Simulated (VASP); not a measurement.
## Re: relaxation of cell and atoms with PBE

The system is Re.

```xyz
2
Lattice="-2.4064 2.4064 1.3127 2.4064 -2.4064 1.3127 2.4064 2.4064 -1.3127" Properties=species:S:1:pos:R:3 pbc="T T T"
Re    0.0000    0.0000    0.0000
Re    0.0000    2.4064    0.6564
```

| Item | Value |
| --- | --- |
| Program | VASP 6.6.1 |
| Task | relaxation of cell and atoms |
| Functional | PBE |
| Potentials or basis | VASP PAW PBE potentials, release 64 (Re) |
| Cutoff | 600 eV |
| k mesh | 8 × 8 × 8 |
| Occupations | gaussian, width 0.1 eV |
| Spin | no spin polarisation |
| Dipole correction | no |
| Further INCAR settings | ALGO = Normal; EDIFF = 1e-07; IBRION = 2; EDIFFG = -0.04; NSW = 90; ISIF = 3 |

The relaxed volume is 16.44 Å³/atom, the relaxed cell is a = 3.780 Å, b = 3.780 Å, c = 3.780 Å, α = 96.86°, β = 96.86°, γ = 139.56° and the space group after relaxing (to 0.1 Å) is I4_1/amd (No. 141). The pressure after relaxing is 0.0 GPa and the band gap on the k mesh is zero (bands 7 and 8 overlap by 1.88 eV).

Final structure:
```xyz
2
Lattice="-2.5082 2.5082 1.3063 2.5082 -2.5082 1.3063 2.5082 2.5082 -1.3063" Properties=species:S:1:pos:R:3 pbc="T T T"
Re    0.0000    0.0000    0.0000
Re    0.0000    2.5082    0.6532
```

Levels at points of the mesh, in eV from the Fermi level:
```tsv
k point	band 5	band 6	band 7	band 8	band 9	band 10
(0.00, 0.00, 0.00)	-3.73	1.23	1.23	1.27	1.27	3.50
(0.50, 0.00, 0.00)	-1.39	-1.31	-0.66	1.00	1.99	2.34
(0.50, 0.50, 0.00)	-2.25	-2.25	-0.53	-0.53	2.15	2.15
(0.50, 0.50, 0.50)	-0.97	-0.97	0.00	0.00	1.66	1.67
```

Run time: 2.9 min on 1 thread of Intel Xeon 8259CL (shared host), peak memory 0.19 GiB.

Caveat: spin-orbit coupling is left out, which moves the levels of the heavy elements.
